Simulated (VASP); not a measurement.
# Cr (Im-3m) in VASP: notebook, part 2 of 2

VASP 6.6.1. The steps go on from the part before.

**3. Single point, LDA**

File INCAR:

```
ALGO     = Normal         # electronic algorithm
EDIFF    = 1E-6           # SCF threshold, eV
ENCUT    = 520            # plane-wave cutoff, eV
GGA      = CA             # functional
ISIF     = 2              # what is computed and relaxed
ISMEAR   = 1              # smearing method
LASPH    = True           # aspherical terms in the spheres
LCHARG   = False          # write CHGCAR
LREAL    = False          # projectors in reciprocal space
LWAVE    = False          # write WAVECAR
NBANDS   = 12             # bands
NELM     = 100            # most SCF steps
PREC     = Accurate       # precision mode
SIGMA    = 0.2            # smearing width, eV
```

File KPOINTS:

```
k-points
0
Gamma
  16 16 16
```

File POSCAR:

```
Cr
1.0
   -1.3942485114      1.3942485114      1.3942485114
    1.3942485114     -1.3942485114      1.3942485114
    1.3942485114      1.3942485114     -1.3942485114
Cr
1
Direct
    0.0000000000      0.0000000000      0.0000000000
```

Potentials or basis: VASP PAW LDA potentials, release 64 (Cr_pv).

On the command line:

```console
cat potpaw_LDA.64/Cr_pv/POTCAR > POTCAR
mpirun -np 1 vasp_std > vasp.out
```

Run time: 8.1 s. Hardware: 1 thread of Intel Xeon Platinum 8488C (Sapphire Rapids), shared host; peak memory 0.12 GiB.

Results (log left out):

```
Free energy            : -10.6305 eV
Pressure               : 0.0 GPa
Band gap on the k mesh : zero (band 6 reaches 14.42 eV, above the bottom of band 7 at 10.72 eV)
```

Levels at points of the mesh, in eV from the Fermi level:
```csv
k point,band 2,band 3,band 4,band 5,band 6,band 7,band 8,band 9,band 10,band 11
"(0.00, 0.00, 0.00)",-42.22,-42.22,-7.98,-0.98,-0.98,-0.98,1.20,1.20,5.41,22.85
"(0.50, 0.00, 0.00)",-42.58,-42.23,-4.74,-2.67,1.23,1.41,1.58,3.16,5.41,10.77
"(0.50, 0.50, 0.50)",-43.00,-43.00,-4.74,-4.74,2.72,2.72,2.72,5.41,11.24,11.24
```

Caveat: the run has no spin polarisation, though such a crystal can be magnetic.

**4. Single point, LDA**

File INCAR:

```
SYSTEM = Cr
ALGO     = Normal         ! electronic algorithm
EDIFF    = 1E-7           ! SCF threshold, eV
ENCUT    = 520            ! plane-wave cutoff, eV
ISIF     = 2              ! what is computed and relaxed
ISMEAR   = 1              ! smearing method
LASPH    = .True.         ! aspherical terms in the spheres
LCHARG   = .True.         ! write CHGCAR
LELF     = .True.         ! ELF
LREAL    = .False.        ! projectors in reciprocal space
LVHAR    = .True.       
LWAVE    = .False.        ! write WAVECAR
NBANDS   = 12             ! bands
NELM     = 60             ! most SCF steps
PREC     = Accurate       ! precision mode
SIGMA    = 0.3            ! smearing width, eV
```

File KPOINTS:

```
k-points
0
Gamma
  16 16 16
  0 0 0
```

POSCAR is that of step 3.

Potentials or basis: VASP PAW LDA potentials, release 64 (Cr_pv).

On the command line:

```console
cat potpaw_LDA.64/Cr_pv/POTCAR > POTCAR
mpirun -np 1 vasp_std > vasp.out
```

OUTCAR:

```text
SYSTEM = Cr
   EDIFF = 1E-7
   ENCUT = 520
   ISIF = 2
   ISMEAR = 1
   LASPH = .True.
   LREAL = .False.
   NELM = 60
   PREC = Accurate

 ion  position               nearest neighbor table
   1  0.000  0.000  0.000-

  LATTYP: Found a body centered cubic cell.
 ALAT       =     2.7884970228

  Lattice vectors:

 A1 = (  -1.3942485114,   1.3942485114,   1.3942485114)
 A2 = (   1.3942485114,  -1.3942485114,   1.3942485114)
 A3 = (   1.3942485114,   1.3942485114,  -1.3942485114)

Analysis of symmetry for initial positions (statically):
=====================================================================
 Subroutine PRICEL returns:
 Original cell was already a primitive cell.

 Routine SETGRP: Setting up the symmetry group for a
 body centered cubic supercell.

 Subroutine GETGRP returns: Found 48 space group operations
 (whereof 48 operations were pure point group operations)
 out of a pool of 48 trial point group operations.

The static configuration has the point symmetry O_h .

[... 167 lines left out ...]
  band No.  band energies     occupation
      1     -30.5168      2.00000
      2     -30.5168      2.00000
      3     -30.5168      2.00000
      4       3.7268      2.00000
      5      10.7222      2.00003
      6      10.7222      2.00003
      7      10.7222      2.00003
      8      12.8998     -0.00000
      9      12.8998     -0.00000
     10      17.1115     -0.00000
     11      34.5533      0.00000
     12      34.5533      0.00000
[... 331 lines left out ...]
 k-point    24 :       0.2500    0.1875    0.0000
  band No.  band energies     occupation
      1     -31.4161      2.00000
      2     -30.8803      2.00000
      3     -30.6137      2.00000
      4       7.8045      2.00000
      5       9.2966      2.00000
      6      10.0142      2.00000
      7      12.5518     -0.00061
      8      13.4028     -0.00000
      9      15.2735     -0.00000
     10      17.1111     -0.00000
     11      26.2885      0.00000
     12      27.9198      0.00000

 [... further k-points ...]

------------------------ aborting loop because EDIFF is reached ----------------------------------------

  FORCE on cell =-STRESS in cart. coord.  units (eV):
  Direction    XX          YY          ZZ          XY          YZ          ZX
  --------------------------------------------------------------------------------------
  -------------------------------------------------------------------------------------
  Total       -0.0065766     -0.0065766     -0.0065766     -0.0000000     -0.0000000      0.0000000
  in kB       -0.9719156     -0.9719156     -0.9719156     -0.0000000     -0.0000000      0.0000000
  external PRESSURE =      -0.9719156 kB  Pullay stress =       0.0000000 kB

 VOLUME and BASIS-vectors are now :
 -----------------------------------------------------------------------------
  energy-cutoff  :      520.00
  volume of cell :       10.84
      direct lattice vectors                 reciprocal lattice vectors
    -1.394248511  1.394248511  1.394248511     0.000000000  0.358616126  0.358616126
     1.394248511 -1.394248511  1.394248511     0.358616126  0.000000000  0.358616126
     1.394248511  1.394248511 -1.394248511     0.358616126  0.358616126  0.000000000

 POSITION                                       TOTAL-FORCE (eV/Angst)
 -----------------------------------------------------------------------------------
      0.00000      0.00000      0.00000         0.000000      0.000000      0.000000
 -----------------------------------------------------------------------------------
    total drift:                               -0.000000      0.000000      0.000000

  FREE ENERGIE OF THE ION-ELECTRON SYSTEM (eV)
  ---------------------------------------------------
  free  energy   TOTEN  =       -10.6301176376 eV

  energy  without entropy=      -10.6334149028  energy(sigma->0) =      -10.63121673
```

OSZICAR:

```text
N       E                     dE             d eps       ncg     rms          rms(c)
DAV:   1     0.772060061741E+02    0.77206E+02   -0.70811E+03  3532   0.122E+03
DAV:   2    -0.111385185966E+02   -0.88345E+02   -0.85150E+02  3556   0.297E+02
DAV:   3    -0.122911922167E+02   -0.11527E+01   -0.11489E+01  3800   0.406E+01
DAV:   4    -0.122969690124E+02   -0.57768E-02   -0.57767E-02  3744   0.285E+00
DAV:   5    -0.122970376882E+02   -0.68676E-04   -0.68675E-04  3720   0.287E-01    0.119E+01
DAV:   6    -0.106719791283E+02    0.16251E+01   -0.41121E+00  3612   0.349E+01    0.148E+00
DAV:   7    -0.106447792740E+02    0.27200E-01   -0.48149E-02  3544   0.304E+00    0.800E-01
DAV:   8    -0.106301050305E+02    0.14674E-01   -0.37664E-03  3772   0.995E-01    0.872E-02
DAV:   9    -0.106301152984E+02   -0.10268E-04   -0.40983E-04  3512   0.324E-01    0.177E-02
DAV:  10    -0.106301174077E+02   -0.21093E-05   -0.10704E-05  3848   0.584E-02    0.528E-03
DAV:  11    -0.106301176433E+02   -0.23560E-06   -0.32178E-07  3568   0.741E-03    0.763E-04
DAV:  12    -0.106301176376E+02    0.56468E-08   -0.17076E-08  1868   0.232E-03
   1 F= -.10630118E+02 E0= -.10631217E+02  d E =0.329727E-02
```

Run time: 8.9 s. Hardware: 1 thread of Intel Xeon Platinum 8488C (Sapphire Rapids), shared host; peak memory 0.12 GiB.

Results:

| Quantity | Value |
| --- | --- |
| Free energy | -10.6301 eV |
| Pressure | -0.1 GPa |
| Band gap on the k mesh | zero (band 6 reaches 14.42 eV, above the bottom of band 7 at 10.72 eV) |

Caveat: the run has no spin polarisation, though such a crystal can be magnetic. Spin polarisation is off, so any magnetic state and its effect on volume and gap are missing.

**5. Overview**

| smearing | gap on the mesh (eV) | pressure (GPa) |
| --- | --- | --- |
| methfessel-paxton 0.1 eV | none | 0.0 |
| methfessel-paxton 0.2 eV | none | 0.0 |
| methfessel-paxton 0.3 eV | none | -0.1 |

Alike in all rows: task single point; level LDA; potentials or basis VASP PAW LDA potentials, release 64 (Cr_pv); no spin polarisation; cell as given; k mesh 16 × 16 × 16; cutoff (eV) 520.

Every run on the cell as given and a fine mesh finds a metal.

Caveats: the run has no spin polarisation, though such a crystal can be magnetic.

Total energies depend on the potentials used, so only differences within one code and one set of settings carry meaning.
